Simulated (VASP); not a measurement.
# Ge (I4_1/amd) in VASP: a series of runs

Ge is run at these levels: PBE; tasks: single point.

Everything below comes from runs of VASP 6.6.1. Logs are shortened: lines on timing, memory, paths and dates and some standing lists are left out, and cuts for length are marked.

**1. The cell of the first run**

It takes space group I4_1/amd (No. 141, tetragonal). Conventional cell: a = 4.074 Å, b = 4.074 Å, c = 5.790 Å, α = 90.00°, β = 90.00°, γ = 90.00°. Ge (site symmetry -4m2) has 4 Ge at 2.50 Å within 3.3 Å.

**2. Single point, PBE (strain +0.0050 x Voigt [0, 1, 0, 0, 0, 0])**

File INCAR:

```
PREC = Accurate
ENCUT = 520
EDIFF = 1E-6
ISMEAR = 0
SIGMA = 0.15
LREAL = False
LASPH = True
NELM = 100
ALGO = Normal
ISIF = 2
LWAVE = False
LCHARG = False
GGA = PE
NBANDS = 21
```

File KPOINTS:

```
regular mesh
0
Gamma
  18 18 18
```

File POSCAR:

```
Ge
1.0
    0.0000000000      2.8949374458      2.8805347719
    2.8805347719      0.0000000000      2.8805347719
    2.8805347719      2.8949374458      0.0000000000
Ge
2
Direct
    0.5000000000      0.5000000000      0.5000000000
    0.7500000000      0.7500000000      0.7500000000
```

Potentials or basis: VASP PAW PBE potentials, release 64 (Ge_d).

On the command line:

```
$ cat potpaw_PBE.64/Ge_d/POTCAR > POTCAR
$ mpirun -np 1 vasp_std > vasp.out
```

OUTCAR:

```text
PREC = Accurate
   ENCUT = 520
   EDIFF = 1E-6
   ISMEAR = 0
   LREAL = False
   LASPH = True
   NELM = 100
   ISIF = 2
   GGA = PE

 ion  position               nearest neighbor table
   1  0.500  0.500  0.500-   2 2.50   2 2.50   2 2.50   2 2.50
   2  0.750  0.750  0.750-   1 2.50   1 2.50   1 2.50   1 2.50

  LATTYP: Found a body centered tetragonal cell.
 ALAT       =     4.0736913413
 C/A-ratio  =     1.4212846302

  Lattice vectors:

 A1 = (   0.0000000000,  -2.8949374458,   2.8805347719)
 A2 = (   0.0000000000,  -2.8949374458,  -2.8805347719)
 A3 = (   2.8805347719,   2.8949374458,   0.0000000000)

Analysis of symmetry for initial positions (statically):
=====================================================================
 Subroutine PRICEL returns:
 Original cell was already a primitive cell.

 Routine SETGRP: Setting up the symmetry group for a
 body centered tetragonal supercell.

 Subroutine GETGRP returns: Found 16 space group operations
 (whereof  8 operations were pure point group operations)
 out of a pool of 16 trial point group operations.

The static configuration has the point symmetry D_2d.
 The point group associated with its full space group is D_4h.

Analysis of symmetry for dynamics (positions and initial velocities):
=====================================================================
 Subroutine PRICEL returns:
 Original cell was already a primitive cell.

 Routine SETGRP: Setting up the symmetry group for a
 body centered tetragonal supercell.

 Subroutine GETGRP returns: Found 16 space group operations
 (whereof  8 operations were pure point group operations)
 out of a pool of 16 trial point group operations.

The dynamic configuration has the point symmetry D_2d.
 The point group associated with its full space group is D_4h.

 Subroutine INISYM returns: Found 16 space group operations
 (whereof  8 operations are pure point group operations),
 and found     1 'primitive' translations

----------------------------------------------------------------------------------------

                                     Primitive cell

  volume of cell :      48.0414

  direct lattice vectors                    reciprocal lattice vectors
     0.000000000  2.894937446  2.880534772    -0.173578880  0.172715304  0.173578880
     2.880534772  0.000000000  2.880534772     0.173578880 -0.172715304  0.173578880
     2.880534772  2.894937446  0.000000000     0.173578880  0.172715304 -0.173578880

  length of vectors
     4.083888268  4.073691341  4.083888268     0.300149682  0.300149682  0.300149682

  position of ions in fractional coordinates (direct lattice)
     0.500000000  0.500000000  0.500000000
     0.750000000  0.750000000  0.750000000

  ion indices of the primitive-cell ions
   primitive index   ion index
                 1           1
                 2           2

----------------------------------------------------------------------------------------

 KPOINTS: regular mesh

Automatic generation of k-mesh.
 Grid dimensions read from file:
 generate k-points for:   18   18   18

 Generating k-lattice:

  Cartesian coordinates                     Fractional coordinates (reciprocal lattice)
    -0.009643271  0.009595295  0.009643271     0.055555556  0.000000000  0.000000000
     0.009643271 -0.009595295  0.009643271    -0.000000000  0.055555556 -0.000000000
     0.009643271  0.009595295 -0.009643271     0.000000000  0.000000000  0.055555556

  Length of vectors
     0.016674982  0.016674982  0.016674982

  Shift w.r.t. Gamma in fractional coordinates (k-lattice)
     0.000000000  0.000000000  0.000000000

 Subroutine IBZKPT returns following result:
 ===========================================

 Found    480 irreducible k-points:

 Following reciprocal coordinates:
            Coordinates               Weight
  0.000000  0.000000  0.000000      1.000000
  0.055556  0.000000 -0.000000      8.000000
  0.111111  0.000000 -0.000000      8.000000
  0.166667  0.000000 -0.000000      8.000000
  0.222222  0.000000  0.000000      8.000000
  0.277778  0.000000 -0.000000      8.000000
[... 16 lines left out ...]
 -0.277778  0.055556  0.000000     16.000000
 -0.222222  0.055556  0.000000     16.000000
 [... further k-points ...]
   k-points           NKPTS =    480   k-points in BZ     NKDIM =    480   number of bands    NBANDS=     21
   number of dos      NEDOS =    301   number of ions     NIONS =      2
   total plane-waves  NPLWV =  27000
   dimension x,y,z NGX =    30 NGY =   30 NGZ =   30
   dimension x,y,z NGXF=    60 NGYF=   60 NGZF=   60
   ions per type =               2
   NGX,Y,Z   is equivalent  to a cutoff of  12.21, 12.24, 12.21 a.u.
   NGXF,Y,Z  is equivalent  to a cutoff of  24.42, 24.49, 24.42 a.u.
 SYSTEM =  unknown system
   PREC   = accura    normal or accurate (medium, high low for compatibility)
   ISTART =      0    job   : 0-new  1-cont  2-samecut
   ICHARG =      2    charge: 1-file 2-atom 10-const
   ISPIN  =      1    spin polarized calculation?
   LNONCOLLINEAR =      F non collinear calculations
   LSORBIT =      F    spin-orbit coupling
   LASPH  =      T    aspherical Exc in radial PAW
   ENCUT  =  520.0 eV  38.22 Ry    6.18 a.u.   7.59  7.57  7.59*2*pi/ulx,y,z
   NELM   =    100;   NELMIN=  2; NELMDL= -5     # of ELM steps
   EDIFF  = 0.1E-05   stopping-criterion for ELM
   LREAL  =      F    real-space projection
   EDIFFG = 0.1E-04   stopping-criterion for IOM
   NSW    =      0    number of steps for IOM
   IBRION =     -1    ionic relax: 0-MD 1-quasi-New 2-CG
   NFREE  =      0    steps in history (QN), initial steepest desc. (CG)
   ISIF   =      2    stress and relaxation
   ISYM   =      2    0-nonsym 1-usesym 2-fastsym
   POTIM  = 0.5000    time-step for ionic-motion
   TEBEG  =    0.0;   TEEND  =   0.0 temperature during run
   PSTRESS=    0.0 pullay stress
   NELECT =      28.0000    total number of electrons
   NUPDOWN=      -1.0000    fix difference up-down
   EMIN   =  10.00;   EMAX   =-10.00  energy-range for DOS
   EFERMI =   0.00;   METHOD = LEGACY
   ISMEAR =     0;   SIGMA  =   0.15  broadening in eV -4-tet -1-fermi 0-gaus
   EFERMI_NEDOS =   21; number of points for ismear=-14 and -15
   IALGO  =     38    algorithm
   IMIX   =      4    mixing-type and parameters
     AMIX     =   0.40;   BMIX     =  1.00
     AMIX_MAG =   1.60;   BMIX_MAG =  1.00
  volume/ion in A,a.u.               =      24.02       162.10
  Fermi-wavevector in a.u.,A,eV,Ry     =   1.367484  2.584171 25.443078  1.870013
  Thomas-Fermi vector in A             =   2.493533
   LORBIT       =      0    0 simple, 1 ext, 2 COOP (PROOUT), +10 PAW based schemes
   GGA     = PE    functional components
   LHFCALC =     F    Hartree Fock is set to
   AEXX    =    0.0000 exact exchange contribution
   IVDW    =     0    specifies the selected vdW correction
   LEPSILON=     F    determine dielectric tensor
   LRPA    =     F    only Hartree local field effects (RPA)
 non-spin polarized calculation
 Gauss-broadening in eV      SIGMA  =   0.15
  energy-cutoff  :      520.00
  volume of cell :       48.04
 maximum number of plane-waves:      1311
   NGX = 15   NGY = 15   NGZ = 15

 number of electron      27.9999976 magnetization

 Free energy of the ion-electron system (eV)
  ---------------------------------------------------
  ext. energy  EPLUGINS =         0.00000000
  ---------------------------------------------------
  free energy    TOTEN  =        -9.03710913 eV

  energy without entropy =       -9.03642841  energy(sigma->0) =       -9.03676877

 E-fermi :   4.4468     XC(G=0):  -9.6474

 val. band max:        4.4438344805   @ k =   0.0000   0.0000   0.0000
 cond. band min:       4.4669581920   @ k =   0.4444   0.0000   0.0000
 fundamental gap:      0.0231237115
 Fermi energy:         4.4467989139

 k-point     1 :       0.0000    0.0000    0.0000
  band No.  band energies     occupation
      1     -20.3091      2.00000
      2     -20.3091      2.00000
      3     -20.3082      2.00000
      4     -20.2771      2.00000
      5     -20.2769      2.00000
      6     -20.0977      2.00000
[... 13 lines left out ...]
     20      13.7090      0.00000
     21      13.8051      0.00000

 k-point     2 :       0.0556    0.0000   -0.0000
  band No.  band energies     occupation
      1     -20.3109      2.00000
      2     -20.3104      2.00000
      3     -20.3083      2.00000
      4     -20.2748      2.00000
      5     -20.2746      2.00000
      6     -20.1005      2.00000
[... 13 lines left out ...]
     20      13.4204      0.00000
     21      13.5061      0.00000

 k-point     3 :       0.1111    0.0000   -0.0000
  band No.  band energies     occupation
      1     -20.3148      2.00000
      2     -20.3142      2.00000
      3     -20.3071      2.00000
      4     -20.2692      2.00000
      5     -20.2691      2.00000
      6     -20.1063      2.00000
[... 13 lines left out ...]
     20      12.9811      0.00000
     21      13.0520      0.00000

 k-point     4 :       0.1667    0.0000   -0.0000
  band No.  band energies     occupation
      1     -20.3192      2.00000
      2     -20.3185      2.00000
      3     -20.3051      2.00000
      4     -20.2624      2.00000
      5     -20.2624      2.00000
      6     -20.1123      2.00000
[... 13 lines left out ...]
     20      12.6755      0.00000
     21      12.7296      0.00000

 k-point     5 :       0.2222    0.0000    0.0000
  band No.  band energies     occupation
      1     -20.3231      2.00000
      2     -20.3223      2.00000
      3     -20.3026      2.00000
      4     -20.2559      2.00000
      5     -20.2558      2.00000
      6     -20.1178      2.00000
[... 13 lines left out ...]
     20      12.5993      0.00000
     21      12.6317      0.00000

 k-point     6 :       0.2778    0.0000   -0.0000
  band No.  band energies     occupation
      1     -20.3261      2.00000
      2     -20.3253      2.00000
      3     -20.2999      2.00000
      4     -20.2503      2.00000
      5     -20.2502      2.00000
      6     -20.1222      2.00000
[... 13 lines left out ...]
     20      12.7951      0.00000
     21      12.8074      0.00000

 k-point     7 :       0.3333    0.0000   -0.0000
  band No.  band energies     occupation
      1     -20.3283      2.00000
      2     -20.3273      2.00000
      3     -20.2973      2.00000
      4     -20.2461      2.00000
      5     -20.2459      2.00000
      6     -20.1254      2.00000
[... 13 lines left out ...]
     20      13.2574      0.00000
     21      13.2645      0.00000
[... 291 lines left out ...]
      1     -20.3326      2.00000
      2     -20.3306      2.00000
      3     -20.2900      2.00000
      4     -20.2411      2.00000
      5     -20.2386      2.00000
      6     -20.1309      2.00000
[... 13 lines left out ...]
     20      14.5846      0.00000
     21      14.9139      0.00000

 k-point    21 :      -0.3889    0.0556    0.0000
  band No.  band energies     occupation
      1     -20.3315      2.00000
      2     -20.3305      2.00000
      3     -20.2915      2.00000
      4     -20.2434      2.00000
      5     -20.2386      2.00000
      6     -20.1318      2.00000
[... 13 lines left out ...]
     20      13.7066      0.00000
     21      15.0069      0.00000

 k-point    22 :      -0.3333    0.0556    0.0000
  band No.  band energies     occupation
      1     -20.3302      2.00000
      2     -20.3292      2.00000
      3     -20.2940      2.00000
      4     -20.2466      2.00000
      5     -20.2403      2.00000
      6     -20.1314      2.00000
[... 13 lines left out ...]
     20      12.9697      0.00000
     21      14.2394      0.00000

 k-point    23 :      -0.2778    0.0556    0.0000
  band No.  band energies     occupation
      1     -20.3287      2.00000
      2     -20.3267      2.00000
      3     -20.2973      2.00000
      4     -20.2506      2.00000
      5     -20.2438      2.00000
      6     -20.1294      2.00000
[... 13 lines left out ...]
     20      12.4530      0.00000
     21      13.6394      0.00000

 k-point    24 :      -0.2222    0.0556    0.0000
  band No.  band energies     occupation
      1     -20.3262      2.00000
      2     -20.3233      2.00000
      3     -20.3009      2.00000
      4     -20.2557      2.00000
      5     -20.2491      2.00000
      6     -20.1256      2.00000
[... 13 lines left out ...]
     20      12.4297      0.00000
     21      13.2603      0.00000

 [... further k-points ...]

------------------------ aborting loop because EDIFF is reached ----------------------------------------

  FORCE on cell =-STRESS in cart. coord.  units (eV):
  Direction    XX          YY          ZZ          XY          YZ          ZX
  --------------------------------------------------------------------------------------
  -------------------------------------------------------------------------------------
  Total       -0.0824021     -0.1831022     -0.0824021      0.0000000     -0.0000000      0.0000000
  in kB       -2.7481041     -6.1064502     -2.7481041      0.0000000     -0.0000000      0.0000000
  external PRESSURE =      -3.8675528 kB  Pullay stress =       0.0000000 kB

 VOLUME and BASIS-vectors are now :
 -----------------------------------------------------------------------------
  energy-cutoff  :      520.00
  volume of cell :       48.04
      direct lattice vectors                 reciprocal lattice vectors
     0.000000000  2.894937446  2.880534772    -0.173578880  0.172715304  0.173578880
     2.880534772  0.000000000  2.880534772     0.173578880 -0.172715304  0.173578880
     2.880534772  2.894937446  0.000000000     0.173578880  0.172715304 -0.173578880

 POSITION                                       TOTAL-FORCE (eV/Angst)
 -----------------------------------------------------------------------------------
      2.88053      2.89494      2.88053         0.000000     -0.000000      0.000000
      4.32080      4.34241      4.32080        -0.000000      0.000000     -0.000000
 -----------------------------------------------------------------------------------
    total drift:                                0.000000     -0.000000      0.000000

  FREE ENERGIE OF THE ION-ELECTRON SYSTEM (eV)
  ---------------------------------------------------
  free  energy   TOTEN  =        -9.0371091277 eV

  energy  without entropy=       -9.0364284084  energy(sigma->0) =       -9.03676877
```

It took 11 min on 1 thread of Intel Xeon 8259CL, shared host; peak memory 0.47 GiB.

Results:

```yaml
Free_energy: -9.0371 eV
Pressure: -0.4 GPa
Band_gap_on_the_k_mesh: zero (filled and empty bands touch)
```

Caveat: the cell differs from its parent crystal (strain +0.0050 x Voigt [0, 1, 0, 0, 0, 0]); semilocal functionals underestimate gaps, and a narrow one can read as zero.

**3. Single point, PBE (strain +0.0100 x Voigt [0, 1, 0, 0, 0, 0])**

File INCAR:

```
SYSTEM = Ge
PREC = Accurate
ENCUT = 520
EDIFF = 1E-7
ISMEAR = 0
SIGMA = 0.15
LREAL = .FALSE.
LASPH = .TRUE.
NELM = 60
ALGO = Normal
ISIF = 2
LWAVE = .FALSE.
LCHARG = .FALSE.
GGA = PE
NBANDS = 21
```

File KPOINTS:

```
Automatic mesh
0
G
  18 18 18
  0 0 0
```

File POSCAR:

```
Ge
1.0
    0.0000000000      2.9093401196      2.8805347719
    2.8805347719      0.0000000000      2.8805347719
    2.8805347719      2.9093401196      0.0000000000
Ge
2
Direct
    0.5000000000      0.5000000000      0.5000000000
    0.7500000000      0.7500000000      0.7500000000
```

Potentials or basis: VASP PAW PBE potentials, release 64 (Ge_d).

On the command line:

```
$ cat potpaw_PBE.64/Ge_d/POTCAR > POTCAR
$ mpirun -np 1 vasp_std > vasp.out
```

Run time: 9.8 min. Hardware: 1 thread of Intel Xeon 8259CL, shared host; peak memory 0.46 GiB.

It converged, with:

- Free energy: -9.0360 eV
- Pressure: -0.7 GPa
- Band gap on the k mesh: zero (bands 14 and 15 overlap by 0.03 eV)

Stress tensor (GPa, compression positive):
```
-0.44  0.00  0.00
 0.00 -1.11  0.00
 0.00  0.00 -0.44
```

Levels at points of the mesh, in eV from the Fermi level:
```tsv
k point	band 12	band 13	band 14	band 15	band 16	band 17
(0.00, 0.00, 0.00)	-0.55	-0.06	0.01	0.01	2.50	2.50
(0.50, 0.00, 0.00)	-7.33	-1.36	-1.28	-0.02	3.67	3.73
(0.50, 0.50, 0.00)	-8.65	-2.89	-2.89	0.79	0.79	8.98
(0.50, 0.00, 0.50)	-8.69	-2.82	-2.82	0.87	0.87	8.97
```

Caveat: the cell differs from its parent crystal (strain +0.0100 x Voigt [0, 1, 0, 0, 0, 0]); semilocal functionals underestimate gaps, and a narrow one can read as zero.

(Continued in part 2 of 2.)

The gap in the log of VASP goes by the Fermi energy; the results here count the filled bands.